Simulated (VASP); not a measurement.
# In3As (Pm-3m) in VASP: settings compared

In3As is run at these levels: PBEsol, PBEsol+D3(BJ); tasks: single point.

All numbers are computed with VASP 6.6.1; they aren't measurements. Logs are shortened: lines on timing, memory, paths and dates and some standing lists are left out, and cuts for length are marked.

## (1) The cell of the first run

The structure is cubic, space group Pm-3m (No. 221). Conventional cell: a = 4.588 Å, b = 4.588 Å, c = 4.588 Å, α = 90.00°, β = 90.00°, γ = 90.00°. In (site symmetry 4/mmm) has 8 In at 3.24 Å and 4 As at 3.24 Å within 4.3 Å. As (site symmetry m-3m) has 12 In at 3.24 Å within 4.3 Å.

## (2) Single point, PBEsol

Input file INCAR:

```
SYSTEM = In3As
PREC = Accurate
ENCUT = 520
EDIFF = 1E-6
ISMEAR = -1
SIGMA = 0.05
LREAL = .False.
LASPH = .True.
NELM = 100
ALGO = Normal
ISIF = 2
LWAVE = .False.
LCHARG = .False.
GGA = PS
NBANDS = 30
```

Input file KPOINTS:

```
Automatic mesh
0
Gamma
  6 6 6
  0 0 0
```

Input file POSCAR:

```
In3As
1.0
    4.5884393527      0.0000000000      0.0000000000
    0.0000000000      4.5884393527      0.0000000000
    0.0000000000      0.0000000000      4.5884393527
In As
3 1
Direct
    0.5000000000      0.5000000000      0.0000000000
    0.5000000000      0.0000000000      0.5000000000
    0.0000000000      0.5000000000      0.5000000000
    0.0000000000      0.0000000000      0.0000000000
```

Potentials or basis: VASP PAW PBE potentials, release 64 (In_d, As).

The run is started by

```console
> cat potpaw_PBE.64/In_d/POTCAR potpaw_PBE.64/As/POTCAR > POTCAR
> mpirun -np 1 vasp_std > vasp.out
```

OUTCAR:

```text
SYSTEM = In3As
   PREC = Accurate
   ENCUT = 520
   EDIFF = 1E-6
   ISMEAR = -1
   LREAL = .False.
   LASPH = .True.
   NELM = 100
   ISIF = 2
   GGA = PS

 ion  position               nearest neighbor table
   1  0.500  0.500  0.000-   2 3.24   3 3.24   4 3.24   2 3.24   3 3.24   2 3.24   4 3.24   2 3.24
                             3 3.24   4 3.24   3 3.24   4 3.24
   2  0.500  0.000  0.500-   1 3.24   3 3.24   4 3.24   1 3.24   4 3.24   1 3.24   3 3.24   1 3.24
                             3 3.24   4 3.24   4 3.24   3 3.24
   3  0.000  0.500  0.500-   1 3.24   2 3.24   4 3.24   1 3.24   4 3.24   2 3.24   4 3.24   4 3.24
                             1 3.24   2 3.24   1 3.24   2 3.24
   4  0.000  0.000  0.000-   1 3.24   2 3.24   3 3.24   2 3.24   3 3.24   1 3.24   3 3.24   3 3.24
                             1 3.24   2 3.24   2 3.24   1 3.24

  LATTYP: Found a simple cubic cell.
 ALAT       =     4.5884393527

  Lattice vectors:

 A1 = (   4.5884393527,   0.0000000000,   0.0000000000)
 A2 = (   0.0000000000,   4.5884393527,   0.0000000000)
 A3 = (   0.0000000000,   0.0000000000,   4.5884393527)

Analysis of symmetry for initial positions (statically):
=====================================================================
 Subroutine PRICEL returns:
 Original cell was already a primitive cell.

 Routine SETGRP: Setting up the symmetry group for a
 simple cubic supercell.

 Subroutine GETGRP returns: Found 48 space group operations
 (whereof 48 operations were pure point group operations)
 out of a pool of 48 trial point group operations.

The static configuration has the point symmetry O_h .

Analysis of symmetry for dynamics (positions and initial velocities):
=====================================================================
 Subroutine PRICEL returns:
 Original cell was already a primitive cell.

 Routine SETGRP: Setting up the symmetry group for a
 simple cubic supercell.

 Subroutine GETGRP returns: Found 48 space group operations
 (whereof 48 operations were pure point group operations)
 out of a pool of 48 trial point group operations.

The dynamic configuration has the point symmetry O_h .

 Subroutine INISYM returns: Found 48 space group operations
 (whereof 48 operations are pure point group operations),
 and found     1 'primitive' translations

----------------------------------------------------------------------------------------
[... 90 lines left out ...]
   ENCUT  =  520.0 eV  38.22 Ry    6.18 a.u.   8.53  8.53  8.53*2*pi/ulx,y,z
   NELM   =    100;   NELMIN=  2; NELMDL= -5     # of ELM steps
   EDIFF  = 0.1E-05   stopping-criterion for ELM
   LREAL  =      F    real-space projection
   EDIFFG = 0.1E-04   stopping-criterion for IOM
   NSW    =      0    number of steps for IOM
   IBRION =     -1    ionic relax: 0-MD 1-quasi-New 2-CG
   NFREE  =      0    steps in history (QN), initial steepest desc. (CG)
   ISIF   =      2    stress and relaxation
   ISYM   =      2    0-nonsym 1-usesym 2-fastsym
   POTIM  = 0.5000    time-step for ionic-motion
   TEBEG  =    0.0;   TEEND  =   0.0 temperature during run
   PSTRESS=    0.0 pullay stress
   NELECT =      44.0000    total number of electrons
   NUPDOWN=      -1.0000    fix difference up-down
   EMIN   =  10.00;   EMAX   =-10.00  energy-range for DOS
   EFERMI =   0.00;   METHOD = LEGACY
   ISMEAR =    -1;   SIGMA  =   0.05  broadening in eV -4-tet -1-fermi 0-gaus
   EFERMI_NEDOS =   21; number of points for ismear=-14 and -15
   IALGO  =     38    algorithm
   IMIX   =      4    mixing-type and parameters
     AMIX     =   0.40;   BMIX     =  1.00
     AMIX_MAG =   1.60;   BMIX_MAG =  1.00
  volume/ion in A,a.u.               =      24.15       162.98
  Fermi-wavevector in a.u.,A,eV,Ry     =   1.259585  2.380270 21.586374  1.586554
  Thomas-Fermi vector in A             =   2.393137
   LORBIT       =      0    0 simple, 1 ext, 2 COOP (PROOUT), +10 PAW based schemes
   GGA     = PS    functional components
   LHFCALC =     F    Hartree Fock is set to
   AEXX    =    0.0000 exact exchange contribution
   IVDW    =     0    specifies the selected vdW correction
   LEPSILON=     F    determine dielectric tensor
   LRPA    =     F    only Hartree local field effects (RPA)
 non-spin polarized calculation
  energy-cutoff  :      520.00
  volume of cell :       96.60
 maximum number of plane-waves:      2629
 NGX is ok and might be reduce to    36
   NGX = 17   NGY = 17   NGZ = 17

 number of electron      43.9999975 magnetization

 Free energy of the ion-electron system (eV)
  ---------------------------------------------------
  ext. energy  EPLUGINS =         0.00000000
  ---------------------------------------------------
  free energy    TOTEN  =       -13.75722011 eV

  energy without entropy =      -13.74034913  energy(sigma->0) =      -13.74878462

 E-fermi :   7.0540     XC(G=0): -10.5415

 val. band max:        6.9859545964   @ k =   0.1667   0.1667   0.1667
 cond. band min:       7.0697925845   @ k =   0.5000   0.0000   0.0000
 fundamental gap:      0.0838379881
 Fermi energy:         7.0539570199

 k-point     1 :       0.0000    0.0000    0.0000
  band No.  band energies     occupation
      1      -7.6092      2.00000
      2      -7.5830      2.00000
      3      -7.5830      2.00000
      4      -7.5830      2.00000
      5      -7.3885      2.00000
      6      -7.3885      2.00000
[... 649 lines left out ...]
     29      16.5836      0.00000
     30      16.5838      0.00000

------------------------ aborting loop because EDIFF is reached ----------------------------------------

  FORCE on cell =-STRESS in cart. coord.  units (eV):
  Direction    XX          YY          ZZ          XY          YZ          ZX
  --------------------------------------------------------------------------------------
  -------------------------------------------------------------------------------------
  Total       -0.0257245     -0.0257245     -0.0257245      0.0000000     -0.0000000     -0.0000000
  in kB       -0.4266406     -0.4266406     -0.4266406      0.0000000     -0.0000000     -0.0000000
  external PRESSURE =      -0.4266406 kB  Pullay stress =       0.0000000 kB

 VOLUME and BASIS-vectors are now :
 -----------------------------------------------------------------------------
  energy-cutoff  :      520.00
  volume of cell :       96.60
      direct lattice vectors                 reciprocal lattice vectors
     4.588439353  0.000000000  0.000000000     0.217939025  0.000000000  0.000000000
     0.000000000  4.588439353  0.000000000     0.000000000  0.217939025  0.000000000
     0.000000000  0.000000000  4.588439353     0.000000000  0.000000000  0.217939025

 POSITION                                       TOTAL-FORCE (eV/Angst)
 -----------------------------------------------------------------------------------
      2.29422      2.29422      0.00000         0.000000      0.000000      0.000000
      2.29422      0.00000      2.29422         0.000000      0.000000      0.000000
      0.00000      2.29422      2.29422         0.000000      0.000000      0.000000
      0.00000      0.00000      0.00000         0.000000      0.000000      0.000000
 -----------------------------------------------------------------------------------
    total drift:                                0.000000      0.000000      0.000000

  FREE ENERGIE OF THE ION-ELECTRON SYSTEM (eV)
  ---------------------------------------------------
  free  energy   TOTEN  =       -13.7572201143 eV

  energy  without entropy=      -13.7403491304  energy(sigma->0) =      -13.74878462
```

OSZICAR:

```text
N       E                     dE             d eps       ncg     rms          rms(c)
DAV:   1     0.398511398869E+03    0.39851E+03   -0.21103E+04  1206   0.195E+03
DAV:   2     0.254614852365E+02   -0.37305E+03   -0.36557E+03  1200   0.450E+02
DAV:   3    -0.123310453476E+02   -0.37793E+02   -0.36893E+02  1504   0.160E+02
DAV:   4    -0.139169329463E+02   -0.15859E+01   -0.15798E+01  1390   0.343E+01
DAV:   5    -0.139860474215E+02   -0.69114E-01   -0.69095E-01  1744   0.605E+00    0.465E+00
DAV:   6    -0.137777771664E+02    0.20827E+00   -0.63299E-01  1566   0.805E+00    0.260E+00
DAV:   7    -0.137621369720E+02    0.15640E-01   -0.84055E-02  1630   0.229E+00    0.793E-01
DAV:   8    -0.137579274508E+02    0.42095E-02   -0.61710E-03  1570   0.438E-01    0.252E-01
DAV:   9    -0.137572470979E+02    0.68035E-03   -0.15733E-03  1600   0.217E-01    0.827E-02
DAV:  10    -0.137572199316E+02    0.27166E-04   -0.17841E-04  1662   0.138E-01    0.292E-02
DAV:  11    -0.137572208076E+02   -0.87592E-06   -0.21993E-05  1542   0.285E-02    0.545E-03
DAV:  12    -0.137572201143E+02    0.69329E-06   -0.11601E-06   998   0.874E-03
   1 F= -.13757220E+02 E0= -.13748785E+02  d E =-.168710E-01
```

Run time: 28 s. Hardware: 1 thread of AMD EPYC 9R45 (Zen 5), shared host; peak memory 0.19 GiB.

Results:

| Quantity | Value |
| --- | --- |
| Free energy | -13.7572 eV |
| Pressure | 0.0 GPa |
| Band gap on the k mesh | zero (band 22 reaches 7.66 eV, above the bottom of band 23 at 3.47 eV) |

Levels at points of the mesh, in eV from the Fermi level:
```
           k point  band 19  band 20  band 21  band 22  band 23  band 24  band 25  band 26
(0.00, 0.00, 0.00)    -3.06    -3.06    -1.80    -1.80     2.16     2.16     2.16     4.69
(0.50, 0.00, 0.00)    -1.69    -1.69    -1.02    -0.11    -0.11     0.02     1.40     4.90
(0.50, 0.50, 0.00)    -6.03    -0.80    -0.42     0.57     0.57     1.89     1.94     1.94
(0.50, 0.50, 0.50)    -4.25    -4.22    -4.22    -4.22    -3.59     4.97     4.97     4.97
```

Caveat: the PAW data sets were made with another functional, which shifts forces and pressure a little; spin-orbit coupling is left out, which moves the levels of the heavy elements.

## (3) Single point, PBEsol+D3(BJ)

This run uses another cell than the first one, of 22.93 Å³/atom, 0.949 times its volume.

Input file INCAR:

```
SYSTEM = In3As
PREC = Accurate ; ENCUT = 520
EDIFF = 1E-6 ; ISMEAR = -1
SIGMA = 0.05 ; LREAL = .False.
LASPH = .True. ; NELM = 80
ALGO = Normal ; ISIF = 2
LWAVE = .False. ; LCHARG = .False.
GGA = PS ; IVDW = 12
NBANDS = 30
```

KPOINTS is that of step 2.

Input file POSCAR:

```
In3As
1.0
    4.5098339085      0.0000000000      0.0000000000
    0.0000000000      4.5098339085      0.0000000000
    0.0000000000      0.0000000000      4.5098339085
In As
3 1
Direct
    0.5000000000      0.5000000000      0.0000000000
    0.5000000000      0.0000000000      0.5000000000
    0.0000000000      0.5000000000      0.5000000000
    0.0000000000      0.0000000000      0.0000000000
```

Potentials or basis: VASP PAW PBE potentials, release 64 (In_d, As).

The run is started by

```console
> cat potpaw_PBE.64/In_d/POTCAR potpaw_PBE.64/As/POTCAR > POTCAR
> mpirun -np 1 vasp_std > vasp.out
```

OUTCAR:

```text
SYSTEM = In3As
   PREC = Accurate
   ENCUT = 520
   EDIFF = 1E-6
   ISMEAR = -1
   LREAL = .False.
   LASPH = .True.
   NELM = 80
   ISIF = 2
   GGA = PS
   IVDW = 12
 IVDW          = 12

 ion  position               nearest neighbor table
   1  0.500  0.500  0.000-   2 3.19   3 3.19   4 3.19   2 3.19   3 3.19   2 3.19   4 3.19   2 3.19
                             3 3.19   4 3.19   3 3.19   4 3.19
   2  0.500  0.000  0.500-   1 3.19   3 3.19   4 3.19   1 3.19   4 3.19   1 3.19   3 3.19   1 3.19
                             3 3.19   4 3.19   4 3.19   3 3.19
   3  0.000  0.500  0.500-   1 3.19   2 3.19   4 3.19   1 3.19   4 3.19   2 3.19   4 3.19   4 3.19
                             1 3.19   2 3.19   1 3.19   2 3.19
   4  0.000  0.000  0.000-   1 3.19   2 3.19   3 3.19   2 3.19   3 3.19   1 3.19   3 3.19   3 3.19
                             1 3.19   2 3.19   2 3.19   1 3.19

  LATTYP: Found a simple cubic cell.
 ALAT       =     4.5098339085

  Lattice vectors:

 A1 = (   4.5098339085,   0.0000000000,   0.0000000000)
 A2 = (   0.0000000000,   4.5098339085,   0.0000000000)
 A3 = (   0.0000000000,   0.0000000000,   4.5098339085)

Analysis of symmetry for initial positions (statically):
[... 172 lines left out ...]
 E-fermi :   7.6997     XC(G=0): -10.7891

 val. band max:        7.6797348792   @ k =   0.1667   0.1667   0.0000
 cond. band min:       7.7205018361   @ k =   0.3333   0.3333   0.3333
 fundamental gap:      0.0407669568
 Fermi energy:         7.6996827120

 k-point     1 :       0.0000    0.0000    0.0000
  band No.  band energies     occupation
      1      -7.1046      2.00000
      2      -7.0655      2.00000
      3      -7.0655      2.00000
      4      -7.0655      2.00000
      5      -6.8524      2.00000
      6      -6.8524      2.00000
[... 649 lines left out ...]
     29      17.6097      0.00000
     30      17.6097      0.00000

------------------------ aborting loop because EDIFF is reached ----------------------------------------

 Edisp (eV)   -1.57844

 E8    (eV) :    -1.1147

  FORCE on cell =-STRESS in cart. coord.  units (eV):
  Direction    XX          YY          ZZ          XY          YZ          ZX
  --------------------------------------------------------------------------------------
  -------------------------------------------------------------------------------------
  Total      -0.00110    -0.00110    -0.00110    -0.00000    -0.00000     0.00000
  in kB      -0.01929    -0.01929    -0.01929    -0.00000    -0.00000     0.00000
  external pressure =       -0.02 kB  Pullay stress =        0.00 kB

 VOLUME and BASIS-vectors are now :
 -----------------------------------------------------------------------------
  energy-cutoff  :      520.00
  volume of cell :       91.72
      direct lattice vectors                 reciprocal lattice vectors
     4.509833909  0.000000000  0.000000000     0.221737656  0.000000000  0.000000000
     0.000000000  4.509833909  0.000000000     0.000000000  0.221737656  0.000000000
     0.000000000  0.000000000  4.509833909     0.000000000  0.000000000  0.221737656

 POSITION                                       TOTAL-FORCE (eV/Angst)
 -----------------------------------------------------------------------------------
      2.25492      2.25492      0.00000         0.000000      0.000000      0.000000
      2.25492      0.00000      2.25492         0.000000      0.000000      0.000000
      0.00000      2.25492      2.25492         0.000000      0.000000      0.000000
      0.00000      0.00000      0.00000         0.000000      0.000000      0.000000
 -----------------------------------------------------------------------------------
    total drift:                                0.000000      0.000000      0.000000

  FREE ENERGIE OF THE ION-ELECTRON SYSTEM (eV)
  ---------------------------------------------------
  free  energy   TOTEN  =       -15.2926658503 eV

  energy  without entropy=      -15.2728982516  energy(sigma->0) =      -15.28278205
```

stdout:

```text
POSCAR found type information on POSCAR InAs
 POSCAR found :  2 types and       4 ions
 scaLAPACK will be used
 -----------------------------------------------------------------------------
|                                                                             |
|                                                                             |
|     You enforced a specific xc type in the INCAR file but a different       |
|     I HOPE YOU KNOW WHAT YOU ARE DOING!                                     |
|                                                                             |
 -----------------------------------------------------------------------------

 LDA part: xc-table for (Slater+PW92), standard interpolation
 POSCAR, INCAR and KPOINTS ok, starting setup
 FFT: planning ... GRIDC
 FFT: planning ... GRID_SOFT
 FFT: planning ... GRID
 WAVECAR not read
 entering main loop
```

Run time: 19 s. Hardware: 1 thread of Intel Xeon 6975P-C (Granite Rapids), shared host; peak memory 0.23 GiB.

Results:

| Item | Value |
| --- | --- |
| Free energy | -15.2927 eV |
| Pressure | 0.0 GPa |
| Band gap on the k mesh | zero (band 22 reaches 8.39 eV, above the bottom of band 23 at 3.85 eV) |
| Dispersion energy per atom | -0.395 eV |

Caveat: the PAW data sets were made with another functional, which shifts forces and pressure a little; spin-orbit coupling is left out, which moves the levels of the heavy elements; pairwise dispersion overbinds metals, which lowers pressure and volume.

## (4) Single point, PBEsol+D3(BJ)

This run uses another cell than the first one, of 23.06 Å³/atom, 0.955 times its volume.

Input file INCAR:

```
  ALGO = Normal
  EDIFF = 1E-6
  ENCUT = 520
  GGA = PS
  ISIF = 2
  ISMEAR = -1
  IVDW = 12
  LASPH = True
  LCHARG = False
  LREAL = False
  LWAVE = False
  NBANDS = 30
  NELM = 100
  PREC = Accurate
  SIGMA = 0.05
```

Input file KPOINTS:

```
k-points
0
Gamma
  6 6 6
```

Input file POSCAR:

```
In3As
1.0
    4.5183034752      0.0000000000      0.0000000000
    0.0000000000      4.5183034752      0.0000000000
    0.0000000000      0.0000000000      4.5183034752
In As
3 1
Direct
    0.5000000000      0.5000000000      0.0000000000
    0.5000000000      0.0000000000      0.5000000000
    0.0000000000      0.5000000000      0.5000000000
    0.0000000000      0.0000000000      0.0000000000
```

The run is started by

```console
> cat potpaw_PBE.64/In_d/POTCAR potpaw_PBE.64/As/POTCAR > POTCAR
> mpirun -np 1 vasp_std > vasp.out
```

It took 19 s on 1 thread of Intel Xeon 6975P-C (Granite Rapids), shared host; peak memory 0.23 GiB.

Results (log left out):

- Free energy: -15.2924 eV
- Pressure: -0.3 GPa
- Band gap on the k mesh: zero (band 22 reaches 8.31 eV, above the bottom of band 23 at 3.80 eV)
- Dispersion energy per atom: -0.392 eV

Levels at points of the mesh, in eV from the Fermi level:
```
           k point  band 19  band 20  band 21  band 22  band 23  band 24  band 25  band 26
(0.00, 0.00, 0.00)    -3.28    -3.28    -1.76    -1.76     2.18     2.18     2.18     4.78
(0.50, 0.00, 0.00)    -1.83    -1.83    -0.89    -0.22    -0.22    -0.03     1.30     5.04
(0.50, 0.50, 0.00)    -6.26    -0.89    -0.47     0.64     0.64     1.91     1.91     1.98
(0.50, 0.50, 0.50)    -4.51    -4.32    -4.32    -4.32    -3.82     5.17     5.17     5.17
```

Caveat: three body term missing; the PAW data sets were made with another functional, which shifts forces and pressure a little; spin-orbit coupling is left out, which moves the levels of the heavy elements; pairwise dispersion overbinds metals, which lowers pressure and volume.

## (5) Overview

```tsv
level	cell	gap on the mesh (eV)	pressure (GPa)
PBEsol	a = 4.588 Å, 4 atoms	none	0.0
PBEsol+D3(BJ)	a = 4.510 Å, 4 atoms	none	0.0
PBEsol+D3(BJ)	a = 4.518 Å, 4 atoms	none	-0.3
```

Alike in all rows: task single point; potentials or basis VASP PAW PBE potentials, release 64 (In_d, As); no spin polarisation; k mesh 6 × 6 × 6; cutoff (eV) 520; smearing fermi-dirac 0.05 eV.

Caveats: the PAW data sets were made with another functional, which shifts forces and pressure a little; spin-orbit coupling is left out, which moves the levels of the heavy elements; pairwise dispersion overbinds metals, which lowers pressure and volume (some runs); three body term missing (some runs).

Total energies depend on the potentials used, so only differences within one code and one set of settings carry meaning.
